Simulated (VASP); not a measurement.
# BAs (Pm-3m) in VASP: notebook

The runs below take BAs through single point, relaxation of cell and atoms, with PBE.

Everything below comes from runs of VASP 6.6.1. Logs are shortened: lines on timing, memory, paths and dates and some standing lists are left out, and cuts for length are marked.

**1. The cell of the first run**

Symmetry: Pm-3m, No. 221, cubic system. Conventional cell: a = 2.934 Å, b = 2.934 Å, c = 2.934 Å, α = 90.00°, β = 90.00°, γ = 90.00°. Within 3.4 Å of B (site symmetry m-3m) lie 8 As at 2.54 Å and 6 B at 2.93 Å. Within 3.4 Å of As (site symmetry m-3m) lie 8 B at 2.54 Å and 6 As at 2.93 Å.

**2. Single point, PBE**

The input, INCAR:

```
ALGO     = Normal         # electronic algorithm
EDIFF    = 1E-6           # SCF threshold, eV
ENCUT    = 520            # plane-wave cutoff, eV
GGA      = PE             # functional
ISIF     = 2              # what is computed and relaxed
ISMEAR   = 0              # smearing method
LASPH    = True           # aspherical terms in the spheres
LCHARG   = True           # write CHGCAR
LELF     = True           # ELF
LREAL    = False          # projectors in reciprocal space
LVHAR    = True         
LWAVE    = False          # write WAVECAR
NBANDS   = 11             # bands
NELM     = 60             # most SCF steps
PREC     = Accurate       # precision mode
SIGMA    = 0.1            # smearing width, eV
```

The input, KPOINTS:

```
k-points
0
Gamma
  18 18 18
```

The input, POSCAR:

```
BAs
1.0
    2.9343916648      0.0000000000      0.0000000000
    0.0000000000      2.9343916648      0.0000000000
    0.0000000000      0.0000000000      2.9343916648
B As
1 1
Direct
    0.0000000000      0.0000000000      0.0000000000
    0.5000000000      0.5000000000      0.5000000000
```

Potentials or basis: VASP PAW PBE potentials, release 64 (B, As).

Run with:

```
cat potpaw_PBE.64/B/POTCAR potpaw_PBE.64/As/POTCAR > POTCAR
mpirun -np 1 vasp_std > vasp.out
```

OUTCAR:

```text
EDIFF = 1E-6
   ENCUT = 520
   GGA = PE
   ISIF = 2
   ISMEAR = 0
   LASPH = True
   LREAL = False
   NELM = 60
   PREC = Accurate

 ion  position               nearest neighbor table
   1  0.000  0.000  0.000-   2 2.54   2 2.54   2 2.54   2 2.54   2 2.54   2 2.54   2 2.54   2 2.54

   2  0.500  0.500  0.500-   1 2.54   1 2.54   1 2.54   1 2.54   1 2.54   1 2.54   1 2.54   1 2.54

  LATTYP: Found a simple cubic cell.
 ALAT       =     2.9343916648

  Lattice vectors:

 A1 = (   2.9343916648,   0.0000000000,   0.0000000000)
 A2 = (   0.0000000000,   2.9343916648,   0.0000000000)
 A3 = (   0.0000000000,   0.0000000000,   2.9343916648)

Analysis of symmetry for initial positions (statically):
=====================================================================
 Subroutine PRICEL returns:
 Original cell was already a primitive cell.

 Routine SETGRP: Setting up the symmetry group for a
 simple cubic supercell.

 Subroutine GETGRP returns: Found 48 space group operations
 (whereof 48 operations were pure point group operations)
 out of a pool of 48 trial point group operations.

The static configuration has the point symmetry O_h .

Analysis of symmetry for dynamics (positions and initial velocities):
=====================================================================
 Subroutine PRICEL returns:
 Original cell was already a primitive cell.

 Routine SETGRP: Setting up the symmetry group for a
 simple cubic supercell.

 Subroutine GETGRP returns: Found 48 space group operations
 (whereof 48 operations were pure point group operations)
 out of a pool of 48 trial point group operations.

The dynamic configuration has the point symmetry O_h .

 Subroutine INISYM returns: Found 48 space group operations
 (whereof 48 operations are pure point group operations),
 and found     1 'primitive' translations

----------------------------------------------------------------------------------------

                                     Primitive cell

  volume of cell :      25.2670

  direct lattice vectors                    reciprocal lattice vectors
     2.934391665  0.000000000  0.000000000     0.340786137  0.000000000  0.000000000
     0.000000000  2.934391665  0.000000000     0.000000000  0.340786137  0.000000000
     0.000000000  0.000000000  2.934391665     0.000000000  0.000000000  0.340786137

  length of vectors
     2.934391665  2.934391665  2.934391665     0.340786137  0.340786137  0.340786137

  position of ions in fractional coordinates (direct lattice)
     0.000000000  0.000000000  0.000000000
     0.500000000  0.500000000  0.500000000

  ion indices of the primitive-cell ions
   primitive index   ion index
                 1           1
                 2           2

----------------------------------------------------------------------------------------

 KPOINTS: k-points

Automatic generation of k-mesh.
 Grid dimensions read from file:
 generate k-points for:   18   18   18

 Generating k-lattice:

  Cartesian coordinates                     Fractional coordinates (reciprocal lattice)
     0.018932563  0.000000000  0.000000000     0.055555556  0.000000000  0.000000000
     0.000000000  0.018932563  0.000000000     0.000000000  0.055555556  0.000000000
     0.000000000  0.000000000  0.018932563     0.000000000  0.000000000  0.055555556

  Length of vectors
     0.018932563  0.018932563  0.018932563

  Shift w.r.t. Gamma in fractional coordinates (k-lattice)
     0.000000000  0.000000000  0.000000000

 Subroutine IBZKPT returns following result:
 ===========================================

 Found    220 irreducible k-points:

 Following reciprocal coordinates:
            Coordinates               Weight
  0.000000  0.000000  0.000000      1.000000
  0.055556  0.000000  0.000000      6.000000
  0.111111  0.000000  0.000000      6.000000
  0.166667  0.000000  0.000000      6.000000
  0.222222  0.000000  0.000000      6.000000
  0.277778  0.000000  0.000000      6.000000
[... 16 lines left out ...]
  0.277778  0.111111  0.000000     24.000000
  0.333333  0.111111  0.000000     24.000000
 [... further k-points ...]
   k-points           NKPTS =    220   k-points in BZ     NKDIM =    220   number of bands    NBANDS=     11
   number of dos      NEDOS =    301   number of ions     NIONS =      2
   total plane-waves  NPLWV =  13824
   dimension x,y,z NGX =    24 NGY =   24 NGZ =   24
   dimension x,y,z NGXF=    48 NGYF=   48 NGZF=   48
   ions per type =               1   1
   NGX,Y,Z   is equivalent  to a cutoff of  13.60, 13.60, 13.60 a.u.
   NGXF,Y,Z  is equivalent  to a cutoff of  27.19, 27.19, 27.19 a.u.
 SYSTEM =  unknown system
   PREC   = accura    normal or accurate (medium, high low for compatibility)
   ISTART =      0    job   : 0-new  1-cont  2-samecut
   ICHARG =      2    charge: 1-file 2-atom 10-const
   ISPIN  =      1    spin polarized calculation?
   LNONCOLLINEAR =      F non collinear calculations
   LSORBIT =      F    spin-orbit coupling
   LASPH  =      T    aspherical Exc in radial PAW
   ENCUT  =  520.0 eV  38.22 Ry    6.18 a.u.   5.46  5.46  5.46*2*pi/ulx,y,z
   NELM   =     60;   NELMIN=  2; NELMDL= -5     # of ELM steps
   EDIFF  = 0.1E-05   stopping-criterion for ELM
   LREAL  =      F    real-space projection
   EDIFFG = 0.1E-04   stopping-criterion for IOM
   NSW    =      0    number of steps for IOM
   IBRION =     -1    ionic relax: 0-MD 1-quasi-New 2-CG
   NFREE  =      0    steps in history (QN), initial steepest desc. (CG)
   ISIF   =      2    stress and relaxation
   ISYM   =      2    0-nonsym 1-usesym 2-fastsym
   POTIM  = 0.5000    time-step for ionic-motion
   TEBEG  =    0.0;   TEEND  =   0.0 temperature during run
   PSTRESS=    0.0 pullay stress
   NELECT =       8.0000    total number of electrons
   NUPDOWN=      -1.0000    fix difference up-down
   EMIN   =  10.00;   EMAX   =-10.00  energy-range for DOS
   EFERMI =   0.00;   METHOD = LEGACY
   ISMEAR =     0;   SIGMA  =   0.10  broadening in eV -4-tet -1-fermi 0-gaus
   EFERMI_NEDOS =   21; number of points for ismear=-14 and -15
   IALGO  =     38    algorithm
   IMIX   =      4    mixing-type and parameters
     AMIX     =   0.40;   BMIX     =  1.00
     AMIX_MAG =   1.60;   BMIX_MAG =  1.00
  volume/ion in A,a.u.               =      12.63        85.26
  Fermi-wavevector in a.u.,A,eV,Ry     =   1.115801  2.108558 16.939415  1.245012
  Thomas-Fermi vector in A             =   2.252409
   LORBIT       =      0    0 simple, 1 ext, 2 COOP (PROOUT), +10 PAW based schemes
   GGA     = PE    functional components
   LHFCALC =     F    Hartree Fock is set to
   AEXX    =    0.0000 exact exchange contribution
   IVDW    =     0    specifies the selected vdW correction
   LEPSILON=     F    determine dielectric tensor
   LRPA    =     F    only Hartree local field effects (RPA)
 non-spin polarized calculation
 Gauss-broadening in eV      SIGMA  =   0.10
  energy-cutoff  :      520.00
  volume of cell :       25.27
 maximum number of plane-waves:       705
 NGX is ok and might be reduce to    24
   NGX = 11   NGY = 11   NGZ = 11

 number of electron       8.0000000 magnetization

 Free energy of the ion-electron system (eV)
  ---------------------------------------------------
  ext. energy  EPLUGINS =         0.00000000
  ---------------------------------------------------
  free energy    TOTEN  =        -8.35169002 eV

  energy without entropy =       -8.34711029  energy(sigma->0) =       -8.34940016

 E-fermi :   7.2745     XC(G=0): -11.4366

 val. band max:        7.2630278756   @ k =   0.5000   0.5000   0.3333
 cond. band min:       7.2922040772   @ k =   0.4444   0.3333   0.2778
 fundamental gap:      0.0291762016
 Fermi energy:         7.2744706150

 k-point     1 :       0.0000    0.0000    0.0000
  band No.  band energies     occupation
      1      -8.5715      2.00000
      2       6.3234      2.00000
      3       6.3234      2.00000
      4       6.3234      2.00000
      5       6.9187      2.00000
      6      12.8270      0.00000
      7      12.8270      0.00000
      8      16.4800      0.00000
      9      16.4800      0.00000
     10      16.4800      0.00000
     11      26.0578      0.00000

 k-point     2 :       0.0556    0.0000    0.0000
  band No.  band energies     occupation
      1      -8.5227      2.00000
      2       5.4991      2.00000
      3       6.3736      2.00000
      4       6.3736      2.00000
      5       7.4551      0.01064
      6      12.8769      0.00000
      7      13.2123      0.00000
      8      16.3500      0.00000
      9      16.3500      0.00000
     10      16.3776      0.00000
     11      25.8676      0.00000

 k-point     3 :       0.1111    0.0000    0.0000
  band No.  band energies     occupation
      1      -8.3768      2.00000
      2       4.2642      2.00000
      3       6.5238      2.00000
      4       6.5238      2.00000
      5       7.9583      0.00000
      6      13.0265      0.00000
      7      14.1797      0.00000
      8      15.9711      0.00000
      9      15.9711      0.00000
     10      16.1476      0.00000
     11      25.5128      0.00000
[... 267 lines left out ...]
 k-point    23 :       0.2778    0.1111    0.0000
  band No.  band energies     occupation
      1      -7.1842      2.00000
      2       0.5920      2.00000
      3       5.5909      2.00000
      4       7.7485      0.00000
      5      10.1461      0.00000
      6      11.9419      0.00000
      7      13.7284      0.00000
      8      14.7647      0.00000
      9      15.4787      0.00000
     10      20.0104      0.00000
     11      21.9796      0.00000

 k-point    24 :       0.3333    0.1111    0.0000
  band No.  band energies     occupation
      1      -6.6891      2.00000
      2      -0.5552      2.00000
      3       6.0953      2.00000
      4       8.2738      0.00000
      5      10.3760      0.00000
      6      11.2003      0.00000
      7      12.8946      0.00000
      8      14.2705      0.00000
      9      15.8999      0.00000
     10      21.0365      0.00000
     11      21.8737      0.00000

 [... further k-points ...]

------------------------ aborting loop because EDIFF is reached ----------------------------------------

  FORCE on cell =-STRESS in cart. coord.  units (eV):
  Direction    XX          YY          ZZ          XY          YZ          ZX
  --------------------------------------------------------------------------------------
  -------------------------------------------------------------------------------------
  Total        0.0244168      0.0244168      0.0244168      0.0000000      0.0000000     -0.0000000
  in kB        1.5482633      1.5482633      1.5482633      0.0000000      0.0000000     -0.0000000
  external PRESSURE =       1.5482633 kB  Pullay stress =       0.0000000 kB

 VOLUME and BASIS-vectors are now :
 -----------------------------------------------------------------------------
  energy-cutoff  :      520.00
  volume of cell :       25.27
      direct lattice vectors                 reciprocal lattice vectors
     2.934391665  0.000000000  0.000000000     0.340786137  0.000000000  0.000000000
     0.000000000  2.934391665  0.000000000     0.000000000  0.340786137  0.000000000
     0.000000000  0.000000000  2.934391665     0.000000000  0.000000000  0.340786137

 POSITION                                       TOTAL-FORCE (eV/Angst)
 -----------------------------------------------------------------------------------
      0.00000      0.00000      0.00000         0.000000      0.000000      0.000000
      1.46720      1.46720      1.46720         0.000000      0.000000      0.000000
 -----------------------------------------------------------------------------------
    total drift:                                0.000000     -0.000000     -0.000000

  FREE ENERGIE OF THE ION-ELECTRON SYSTEM (eV)
  ---------------------------------------------------
  free  energy   TOTEN  =        -8.3516900225 eV

  energy  without entropy=       -8.3471102877  energy(sigma->0) =       -8.34940016
```

Run time: 25 s. Hardware: 1 thread of AMD EPYC 9R45 (Zen 5), shared host; peak memory 0.16 GiB.

What came out:

| Quantity | Value |
| --- | --- |
| Free energy | -8.3517 eV |
| Pressure | 0.2 GPa |
| Band gap on the k mesh | zero (band 4 reaches 9.99 eV, above the bottom of band 5 at 4.37 eV) |

Levels at points of the mesh, in eV from the Fermi level:
```csv
k point,band 2,band 3,band 4,band 5,band 6,band 7
"(0.00, 0.00, 0.00)",-0.95,-0.95,-0.95,-0.36,5.55,5.55
"(0.50, 0.00, 0.00)",-10.14,2.72,2.72,3.15,3.15,3.29
"(0.50, 0.50, 0.00)",-6.90,-6.90,-5.58,4.00,5.03,7.06
"(0.50, 0.50, 0.50)",-3.16,-3.16,-3.16,-2.68,-2.08,-2.08
```

**3. Relaxation of cell and atoms, PBE**

This run uses another cell than the first one, of 12.80 Å³/atom, 1.013 times its volume.

The input, INCAR:

```
ALGO = Normal
EDIFF = 1E-7
EDIFFG = -0.01
ENCUT = 600
GGA = PE
IBRION = 2
ISIF = 3
ISMEAR = 0
LASPH = True
LCHARG = False
LREAL = False
LWAVE = False
NELM = 80
NSW = 100
PREC = Accurate
SIGMA = 0.1
```

KPOINTS is that of step 2.

The input, POSCAR:

```
BAs
1.0
    2.9468965945      0.0000000000      0.0000000000
    0.0000000000      2.9468965945      0.0000000000
    0.0000000000      0.0000000000      2.9468965945
B As
1 1
Direct
    0.0000000000      0.0000000000      0.0000000000
    0.5000000000      0.5000000000      0.5000000000
```

Potentials or basis: VASP PAW PBE potentials, release 64 (B, As).

Run with:

```
cat potpaw_PBE.64/B/POTCAR potpaw_PBE.64/As/POTCAR > POTCAR
mpirun -np 1 vasp_std > vasp.out
```

Wall time 38 s (1 thread of AMD EPYC 9R45 (Zen 5), shared host); peak memory 0.16 GiB.

Results (log left out):

```
Free energy                            : -8.3522 eV
Relaxed volume                         : 12.65 Å³/atom
Relaxed cell                           : a = 2.936 Å, b = 2.936 Å, c = 2.936 Å, α = 90.00°, β = 90.00°, γ = 90.00°
Space group after relaxing (to 0.05 Å) : Pm-3m (No. 221)
Energy gained by relaxing              : 0.5 meV/atom
Ionic steps                            : 3
Pressure after relaxing                : 0.0 GPa
```

The path:
| step | energy change (eV) | largest force (eV/Å) | pressure (GPa) | volume (Å³) |
| --- | --- | --- | --- | --- |
| 1 | 0.0000 | 0.0000 | -1.17 | 25.59 |
| 2 | -0.0010 | 0.0000 | 0.23 | 25.25 |
| 3 | -0.0011 | 0.0000 | 0.00 | 25.30 |

Final structure:
```yaml
crystal:
  lattice:
    - [2.93571, 0.00000, 0.00000]
    - [0.00000, 2.93571, 0.00000]
    - [0.00000, 0.00000, 2.93571]
  atoms:
    - { symbol: B, position: [0.00000, 0.00000, 0.00000] }
    - { symbol: As, position: [0.50000, 0.50000, 0.50000] }
```

Levels at points of the mesh, in eV from the Fermi level:
| k point | band 2 | band 3 | band 4 | band 5 | band 6 | band 7 |
| --- | --- | --- | --- | --- | --- | --- |
| (0.00, 0.00, 0.00) | -0.95 | -0.95 | -0.95 | -0.37 | 5.55 | 5.55 |
| (0.50, 0.00, 0.00) | -10.13 | 2.72 | 2.72 | 3.14 | 3.14 | 3.28 |
| (0.50, 0.50, 0.00) | -6.89 | -6.89 | -5.57 | 4.00 | 5.02 | 7.05 |
| (0.50, 0.50, 0.50) | -3.16 | -3.16 | -3.16 | -2.68 | -2.07 | -2.07 |

Caveat: the bands computed are all filled at some k points, so no gap is given.

[end of part 1 of 2]
